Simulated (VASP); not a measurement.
VSi2:

```
V Si
1.0
     4.53480    0.00000    0.00000
    -2.26740    3.92725    0.00000
     0.00000    0.00000    6.31890
V Si
3 6
Direct
  0.00000 0.50000 0.16667
  0.50000 0.50000 0.83333
  0.50000 0.00000 0.50000
  0.83751 0.67501 0.50000
  0.16249 0.83751 0.83333
  0.67501 0.83751 0.16667
  0.16249 0.32499 0.50000
  0.83751 0.16249 0.83333
  0.32499 0.16249 0.16667
```

```yaml
Program: VASP 6.6.1
Task: relaxation of cell and atoms
Functional: PBE
Potentials_or_basis: VASP PAW PBE potentials, release 64 (V_sv, Si)
Cutoff: 600 eV
k_mesh: 9 × 9 × 6
Occupations: gaussian, width 0.1 eV
Spin: no spin polarisation
```

At the start: pressure 3.9 GPa; volume 12.50 Å³/atom.

Where does the relaxation end?

Over 13 steps the energy falls by 3.3 meV/atom and the volume is 12.77 Å³/atom (+2.1 %); space group P6_222 (No. 180, to 0.1 Å) before and after.

The path:
| step | energy change (eV) | largest force (eV/Å) | pressure (GPa) | volume (Å³) |
| --- | --- | --- | --- | --- |
| 1 | 0.0000 | 0.0507 | 3.94 | 112.54 |
| 2 | 0.0040 | 0.0095 | -3.85 | 117.62 |
| 3 | -0.0295 | 0.0197 | 0.00 | 114.95 |
| 4 | -0.0295 | 0.0202 | 0.07 | 114.90 |
| 5 | -0.0296 | 0.0069 | 0.06 | 114.91 |
| 6 | -0.0296 | 0.0055 | 0.06 | 114.92 |
| 7 | -0.0296 | 0.0027 | 0.06 | 114.92 |
| 8 | -0.0296 | 0.0047 | 0.06 | 114.92 |
| 9 | -0.0296 | 0.0005 | -0.06 | 115.00 |
| 10 | -0.0296 | 0.0024 | -0.01 | 114.96 |
| 11 | -0.0296 | 0.0022 | -0.02 | 114.96 |
| 12 | -0.0296 | 0.0022 | -0.01 | 114.96 |
| 13 | -0.0296 | 0.0008 | 0.00 | 114.95 |

Final structure:
```cif
data_structure
_symmetry_space_group_name_H-M 'P 1'
_symmetry_Int_Tables_number 1
_cell_length_a 4.5653
_cell_length_b 4.5653
_cell_length_c 6.3688
_cell_angle_alpha 90.000
_cell_angle_beta 90.000
_cell_angle_gamma 120.000
_cell_volume 114.95
loop_
_atom_site_label
_atom_site_type_symbol
_atom_site_fract_x
_atom_site_fract_y
_atom_site_fract_z
_atom_site_occupancy
V1 V 0.00000 0.50000 0.16667 1
V2 V 0.50000 0.50000 0.83333 1
V3 V 0.50000 0.00000 0.50000 1
Si1 Si 0.83720 0.67440 0.50000 1
Si2 Si 0.16280 0.83720 0.83333 1
Si3 Si 0.67440 0.83720 0.16667 1
Si4 Si 0.16280 0.32560 0.50000 1
Si5 Si 0.83720 0.16280 0.83333 1
Si6 Si 0.32560 0.16280 0.16667 1
```
